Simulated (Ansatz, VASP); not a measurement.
## Two plane-wave programs on AlN

Contents of INCAR:

```
PREC = Accurate
ENCUT = 520
EDIFF = 1E-6
ISMEAR = 0
SIGMA = 0.05
LREAL = F
LASPH = T
NELM = 60
ALGO = Normal
ISIF = 2
LWAVE = F
LCHARG = F
NBANDS = 16
```

File KPOINTS:

```
Automatic mesh
0
Gamma
  9 9 6
```

Contents of POSCAR:

```
AlN
1.0
    3.1939629070      0.0000000000      0.0000000000
   -1.5969814535      2.7660530162      0.0000000000
    0.0000000000      0.0000000000      3.9981702366
Al N
2 2
Direct
    0.3333333333      0.6666666667      0.7718758780
    0.6666666667      0.3333333333      0.2718758780
    0.3333333333      0.6666666667      0.2078607238
    0.6666666667      0.3333333333      0.7078607238
```

Input for Ansatz:

```yaml
crystal:
  lattice:
    - [3.193962907, 0.0, 0.0]
    - [-1.5969814535, 2.7660530162, 0.0]
    - [0.0, 0.0, 3.9981702366]
  atoms:
    - { symbol: Al, position: [0.3333333333, 0.6666666667, 0.771875878] }
    - { symbol: Al, position: [0.6666666667, 0.3333333333, 0.271875878] }
    - { symbol: "N", position: [0.3333333333, 0.6666666667, 0.2078607238] }
    - { symbol: "N", position: [0.6666666667, 0.3333333333, 0.7078607238] }
basis:
  ecutwfc: 520.0
kpoints:
  mp_grid: { grid: [9, 9, 6] }
hamiltonian:
  xc: lda
  pseudopotentials: { kind: paw, azcp: { folder: soft_1 } }
scf:
  occupations: { method: gaussian, width: 0.05 }
output:
  forces: true
  stress: true
  eigenvalues: true
```

Change from the starting cell: mode 4 frozen in at -0.173 Å, equal normal strain along x, y and z -0.0250.

Alike in both runs: task single point; functional LDA; k mesh 9 × 9 × 6; occupations gaussian, width 0.05 eV; no spin polarisation.

```csv
,VASP,Ansatz
version,VASP 6.6.1,Ansatz 0.2.0
potentials or method,"VASP PAW LDA potentials, release 64 (Al, N), cutoff 520 eV","scalar-relativistic, plane waves, PAW"
valence electrons in the cell,16,16
```

|  | VASP | Ansatz | Ansatz less VASP |
| --- | --- | --- | --- |
| gap on the k mesh at the Fermi level (eV) | 4.35 | 4.38 | +0.028 |
| least direct gap on the mesh (eV) | 4.45 | 4.45 | -0.005 |
| pressure (GPa) | 30.6 | 29.5 | -1.15 |
| traceless stress, the component that is largest in VASP (GPa) | 30.07 | 29.59 | -0.473 |
| rms of the force components (eV/Å) | 1.497 | 1.456 | -0.0416 |

Ansatz warns that its potentials were made for another functional, while VASP's fit it. LDA's correlation is that of Perdew and Zunger in VASP and of Perdew and Wang (1992) in Ansatz. Atom by atom the forces differ by 0.042 eV/Å (rms over components). Both programs put the cell under a high pressure, so it lies far from rest at this level.
